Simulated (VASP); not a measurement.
# Sb (P6_3/mmc) in VASP: single point with r2SCAN

Aim: the single point of Sb with r2SCAN.

All numbers are computed with VASP 6.6.1; they aren't measurements. Logs are shortened: lines on timing, memory, paths and dates and some standing lists are left out, and cuts for length are marked.

**1. The cell of the first run**

Symmetry: P6_3/mmc, No. 194, hexagonal system. The conventional cell has a = 2.914 Å, b = 2.914 Å, c = 4.544 Å, α = 90.00°, β = 90.00°, γ = 120.00°. Within 3.7 Å of Sb (site symmetry -6m2) lie 12 Sb at 2.83 to 2.91 Å.

This isn't the form of Sb at room conditions, which is rhombohedral.

**2. Single point, r2SCAN**

Contents of POSCAR:

```
Sb
1.0
    2.9143514132      0.0000000000      0.0000000000
   -1.4571757066      2.5239023594      0.0000000000
    0.0000000000      0.0000000000      4.5435972275
Sb
2
Direct
    0.3333333333      0.6666666667      0.2500000000
    0.6666666667      0.3333333333      0.7500000000
```

Contents of INCAR.step1:

```
  ALGO = Normal
  EDIFF = 1E-5
  ENCUT = 550
  GGA = PE
  GGA_COMPAT = False
  ISMEAR = 0
  LASPH = True
  LCHARG = False
  LREAL = False
  LWAVE = True
  NBANDS = 22
  NELM = 120
  PREC = Accurate
  SIGMA = 0.1
```

Contents of INCAR.step2:

```
  ALGO = Normal
  EDIFF = 1E-6
  ENCUT = 550
  GGA_COMPAT = False
  ISIF = 2
  ISMEAR = 0
  ISTART = 1
  LASPH = True
  LCHARG = True
  LELF = True
  LMIXTAU = True
  LREAL = False
  LVHAR = True
  LWAVE = False
  METAGGA = R2SCAN
  NBANDS = 22
  NELM = 120
  PREC = Accurate
  SIGMA = 0.1
```

Contents of KPOINTS:

```
k-points
0
Gamma
  18 18 10
```

Potentials or basis: VASP PAW PBE potentials, release 64 (Sb_d_GW).

Run with:

```bash
$ cat potpaw_PBE.64/Sb_d_GW/POTCAR > POTCAR
$ cp INCAR.step1 INCAR
$ mpirun -np 1 vasp_std > vasp.out
$ cp INCAR.step2 INCAR
$ mpirun -np 1 vasp_std > vasp.out
```

OUTCAR:

```text
EDIFF = 1E-6
   ENCUT = 550
   ISIF = 2
   ISMEAR = 0
   ISTART = 1
   LASPH = True
   LREAL = False
   METAGGA = R2SCAN
   NELM = 120
   PREC = Accurate

 ion  position               nearest neighbor table
   1  0.333  0.667  0.250-   2 2.83   2 2.83   2 2.83   2 2.83   2 2.83   2 2.83
   2  0.667  0.333  0.750-   1 2.83   1 2.83   1 2.83   1 2.83   1 2.83   1 2.83

  LATTYP: Found a hexagonal cell.
 ALAT       =     2.9143514132
 C/A-ratio  =     1.5590423334

  Lattice vectors:

 A1 = (   2.9143514132,   0.0000000000,   0.0000000000)
 A2 = (  -1.4571757066,   2.5239023594,   0.0000000000)
 A3 = (   0.0000000000,   0.0000000000,   4.5435972275)

Analysis of symmetry for initial positions (statically):
=====================================================================
 Subroutine PRICEL returns:
 Original cell was already a primitive cell.

 Routine SETGRP: Setting up the symmetry group for a
 hexagonal supercell.

 Subroutine GETGRP returns: Found 24 space group operations
 (whereof 12 operations were pure point group operations)
 out of a pool of 24 trial point group operations.

The static configuration has the point symmetry D_3d.
 The point group associated with its full space group is D_6h.

Analysis of symmetry for dynamics (positions and initial velocities):
=====================================================================
 Subroutine PRICEL returns:
 Original cell was already a primitive cell.

 Routine SETGRP: Setting up the symmetry group for a
 hexagonal supercell.

 Subroutine GETGRP returns: Found 24 space group operations
 (whereof 12 operations were pure point group operations)
 out of a pool of 24 trial point group operations.

The dynamic configuration has the point symmetry D_3d.
 The point group associated with its full space group is D_6h.

 Subroutine INISYM returns: Found 24 space group operations
 (whereof 12 operations are pure point group operations),
 and found     1 'primitive' translations

----------------------------------------------------------------------------------------

                                     Primitive cell

  volume of cell :      33.4206

  direct lattice vectors                    reciprocal lattice vectors
     2.914351413  0.000000000  0.000000000     0.343129519  0.198105920  0.000000000
    -1.457175707  2.523902359  0.000000000     0.000000000  0.396211841  0.000000000
     0.000000000  0.000000000  4.543597228     0.000000000  0.000000000  0.220089931

  length of vectors
     2.914351413  2.914351413  4.543597228     0.396211841  0.396211841  0.220089931

  position of ions in fractional coordinates (direct lattice)
     0.333333333  0.666666667  0.250000000
     0.666666667  0.333333333  0.750000000

  ion indices of the primitive-cell ions
   primitive index   ion index
                 1           1
                 2           2

----------------------------------------------------------------------------------------

 KPOINTS: k-points

Automatic generation of k-mesh.
 Grid dimensions read from file:
 generate k-points for:   18   18   10

 Generating k-lattice:

  Cartesian coordinates                     Fractional coordinates (reciprocal lattice)
     0.019062751  0.011005884  0.000000000     0.055555556  0.000000000  0.000000000
     0.000000000  0.022011769  0.000000000     0.000000000  0.055555556  0.000000000
     0.000000000  0.000000000  0.022008993     0.000000000  0.000000000  0.100000000

  Length of vectors
     0.022011769  0.022011769  0.022008993

  Shift w.r.t. Gamma in fractional coordinates (k-lattice)
     0.000000000  0.000000000  0.000000000

 Subroutine IBZKPT returns following result:
 ===========================================

 Found    222 irreducible k-points:

 Following reciprocal coordinates:
            Coordinates               Weight
  0.000000  0.000000  0.000000      1.000000
  0.055556  0.000000  0.000000      6.000000
  0.111111  0.000000  0.000000      6.000000
  0.166667  0.000000  0.000000      6.000000
  0.222222  0.000000  0.000000      6.000000
  0.277778  0.000000  0.000000      6.000000
[... 16 lines left out ...]
  0.333333  0.111111  0.000000     12.000000
  0.388889  0.111111  0.000000     12.000000
 [... further k-points ...]
   k-points           NKPTS =    222   k-points in BZ     NKDIM =    222   number of bands    NBANDS=     22
   number of dos      NEDOS =    301   number of ions     NIONS =      2
   total plane-waves  NPLWV =  20736
   dimension x,y,z NGX =    24 NGY =   24 NGZ =   36
   dimension x,y,z NGXF=    48 NGYF=   48 NGZF=   72
   ions per type =               2
   NGX,Y,Z   is equivalent  to a cutoff of  13.69, 13.69, 13.17 a.u.
   NGXF,Y,Z  is equivalent  to a cutoff of  27.38, 27.38, 26.34 a.u.
 SYSTEM =  unknown system
   PREC   = accura    normal or accurate (medium, high low for compatibility)
   ISTART =      1    job   : 0-new  1-cont  2-samecut
   ICHARG =      0    charge: 1-file 2-atom 10-const
   ISPIN  =      1    spin polarized calculation?
   LNONCOLLINEAR =      F non collinear calculations
   LSORBIT =      F    spin-orbit coupling
   LASPH  =      T    aspherical Exc in radial PAW
   ENCUT  =  550.0 eV  40.42 Ry    6.36 a.u.   5.57  5.57  8.69*2*pi/ulx,y,z
   NELM   =    120;   NELMIN=  2; NELMDL=  0     # of ELM steps
   EDIFF  = 0.1E-05   stopping-criterion for ELM
   LREAL  =      F    real-space projection
[... 7 lines left out ...]
   TEBEG  =    0.0;   TEEND  =   0.0 temperature during run
   PSTRESS=    0.0 pullay stress
   NELECT =      30.0000    total number of electrons
   NUPDOWN=      -1.0000    fix difference up-down
   EMIN   =  10.00;   EMAX   =-10.00  energy-range for DOS
   EFERMI =   0.00;   METHOD = LEGACY
   ISMEAR =     0;   SIGMA  =   0.10  broadening in eV -4-tet -1-fermi 0-gaus
   EFERMI_NEDOS =   21; number of points for ismear=-14 and -15
   IALGO  =     38    algorithm
   IMIX   =      4    mixing-type and parameters
     AMIX     =   0.40;   BMIX     =  1.00
     AMIX_MAG =   1.60;   BMIX_MAG =  1.00
  volume/ion in A,a.u.               =      16.71       112.77
  Fermi-wavevector in a.u.,A,eV,Ry     =   1.579224  2.984301 33.932241  2.493949
  Thomas-Fermi vector in A             =   2.679636
   LORBIT       =      0    0 simple, 1 ext, 2 COOP (PROOUT), +10 PAW based schemes
   METAGGA = R2SCAN    functional components
   LHFCALC =     F    Hartree Fock is set to
   AEXX    =    0.0000 exact exchange contribution
   IVDW    =     0    specifies the selected vdW correction
   LEPSILON=     F    determine dielectric tensor
   LRPA    =     F    only Hartree local field effects (RPA)
 non-spin polarized calculation
 Gauss-broadening in eV      SIGMA  =   0.10
  energy-cutoff  :      550.00
  volume of cell :       33.42
 maximum number of plane-waves:      1008
 NGX is ok and might be reduce to    24
   NGX = 11   NGY = 11   NGZ = 17

 number of electron      30.0000002 magnetization

 Free energy of the ion-electron system (eV)
  ---------------------------------------------------
  ext. energy  EPLUGINS =         0.00000000
  ---------------------------------------------------
  free energy    TOTEN  =       -46.85578933 eV

  energy without entropy =      -46.85286783  energy(sigma->0) =      -46.85432858

 E-fermi :  12.9000     XC(G=0): -14.4199

 val. band max:       12.8905296027   @ k =   0.2778   0.0556   0.0000
 cond. band min:      12.9305893593   @ k =   0.1667   0.0000   0.0000
 fundamental gap:      0.0400597566
 Fermi energy:        12.8999566142

 k-point     1 :       0.0000    0.0000    0.0000
  band No.  band energies     occupation
      1     -18.1040      2.00000
      2     -18.0297      2.00000
      3     -18.0027      2.00000
      4     -18.0027      2.00000
      5     -17.9719      2.00000
      6     -17.9719      2.00000
[... 14 lines left out ...]
     21      25.8576      0.00000
     22      27.4362      0.00000

 k-point     2 :       0.0556    0.0000    0.0000
  band No.  band energies     occupation
      1     -18.1014      2.00000
      2     -18.0391      2.00000
      3     -17.9931      2.00000
      4     -17.9900      2.00000
      5     -17.9763      2.00000
      6     -17.9762      2.00000
[... 14 lines left out ...]
     21      24.9865      0.00000
     22      26.5795      0.00000

 k-point     3 :       0.1111    0.0000    0.0000
  band No.  band energies     occupation
      1     -18.1024      2.00000
      2     -18.0476      2.00000
      3     -17.9891      2.00000
      4     -17.9886      2.00000
      5     -17.9683      2.00000
      6     -17.9653      2.00000
[... 14 lines left out ...]
     21      24.9570      0.00000
     22      25.6834      0.00000

 k-point     4 :       0.1667    0.0000    0.0000
  band No.  band energies     occupation
      1     -18.1225      2.00000
      2     -18.0363      2.00000
      3     -18.0099      2.00000
      4     -18.0065      2.00000
      5     -17.9608      2.00000
      6     -17.9226      2.00000
[... 14 lines left out ...]
     21      24.8065      0.00000
     22      25.4348      0.00000

 k-point     5 :       0.2222    0.0000    0.0000
  band No.  band energies     occupation
      1     -18.1538      2.00000
      2     -18.0372      2.00000
      3     -18.0274      2.00000
      4     -18.0174      2.00000
      5     -17.9540      2.00000
      6     -17.8703      2.00000
[... 14 lines left out ...]
     21      25.4222      0.00000
     22      25.5317      0.00000

 k-point     6 :       0.2778    0.0000    0.0000
  band No.  band energies     occupation
      1     -18.1868      2.00000
      2     -18.0685      2.00000
      3     -18.0484      2.00000
      4     -18.0075      2.00000
      5     -17.9376      2.00000
      6     -17.8147      2.00000
[... 14 lines left out ...]
     21      25.1445      0.00000
     22      25.6975      0.00000

 k-point     7 :       0.3333    0.0000    0.0000
  band No.  band energies     occupation
      1     -18.2171      2.00000
      2     -18.0999      2.00000
      3     -18.0674      2.00000
      4     -18.0083      2.00000
      5     -17.9135      2.00000
      6     -17.8187      2.00000
[... 324 lines left out ...]
      6     -17.8867      2.00000
[... 14 lines left out ...]
     21      24.0407      0.00000
     22      26.3469      0.00000

 k-point    21 :       0.2222    0.1111    0.0000
  band No.  band energies     occupation
      1     -18.1485      2.00000
      2     -18.0934      2.00000
      3     -18.0375      2.00000
      4     -18.0369      2.00000
      5     -17.9191      2.00000
      6     -17.8407      2.00000
[... 14 lines left out ...]
     21      25.7209      0.00000
     22      27.0589      0.00000

 k-point    22 :       0.2778    0.1111    0.0000
  band No.  band energies     occupation
      1     -18.1767      2.00000
      2     -18.1273      2.00000
      3     -18.0475      2.00000
      4     -18.0136      2.00000
      5     -17.9082      2.00000
      6     -17.8265      2.00000
[... 14 lines left out ...]
     21      27.2971      0.00000
     22      27.3588      0.00000

 k-point    23 :       0.3333    0.1111    0.0000
  band No.  band energies     occupation
      1     -18.1992      2.00000
      2     -18.1556      2.00000
      3     -18.0551      2.00000
      4     -17.9990      2.00000
      5     -17.8918      2.00000
      6     -17.8484      2.00000
[... 14 lines left out ...]
     21      27.1371      0.00000
     22      28.0377      0.00000

 k-point    24 :       0.3889    0.1111    0.0000
  band No.  band energies     occupation
      1     -18.2136      2.00000
      2     -18.1743      2.00000
      3     -18.0595      2.00000
      4     -17.9930      2.00000
      5     -17.8760      2.00000
      6     -17.8626      2.00000
[... 14 lines left out ...]
     21      27.0068      0.00000
     22      28.0773      0.00000

 [... further k-points ...]

------------------------ aborting loop because EDIFF is reached ----------------------------------------

  FORCE on cell =-STRESS in cart. coord.  units (eV):
  Direction    XX          YY          ZZ          XY          YZ          ZX
  --------------------------------------------------------------------------------------
  -------------------------------------------------------------------------------------
  Total       18.8471930     18.8471930     18.8472935      0.0000000      0.0000000      0.0000000
  in kB      903.5308091    903.5308092    903.5356273      0.0000000      0.0000000      0.0000000
  external PRESSURE =     903.5324152 kB  Pullay stress =       0.0000000 kB

 VOLUME and BASIS-vectors are now :
 -----------------------------------------------------------------------------
  energy-cutoff  :      550.00
  volume of cell :       33.42
      direct lattice vectors                 reciprocal lattice vectors
     2.914351413  0.000000000  0.000000000     0.343129519  0.198105920  0.000000000
    -1.457175707  2.523902359  0.000000000     0.000000000  0.396211841  0.000000000
     0.000000000  0.000000000  4.543597228     0.000000000  0.000000000  0.220089931

 POSITION                                       TOTAL-FORCE (eV/Angst)
 -----------------------------------------------------------------------------------
     -0.00000      1.68260      1.13590         0.000000     -0.000000      0.000000
      1.45718      0.84130      3.40770        -0.000000      0.000000      0.000000
 -----------------------------------------------------------------------------------
    total drift:                               -0.000000      0.000000      0.000000

  FREE ENERGIE OF THE ION-ELECTRON SYSTEM (eV)
  ---------------------------------------------------
  free  energy   TOTEN  =       -46.8557893340 eV

  energy  without entropy=      -46.8528678272  energy(sigma->0) =      -46.85432858
```

Run time: 16 min. Hardware: 1 thread of AMD EPYC 7R43 (Zen 3), shared host; peak memory 0.27 GiB.

What came out:

| Item | Value |
| --- | --- |
| Free energy | -46.8558 eV |
| Pressure | 90.4 GPa |
| Band gap on the k mesh | zero (bands 15 and 16 overlap by 13.19 eV) |

Caveat: the cell stands under pressure; the PAW data sets were made with another functional, which shifts forces and pressure a little; spin-orbit coupling is left out, which moves the levels of the heavy elements.

The gap in the log of VASP goes by the Fermi energy; the results here count the filled bands.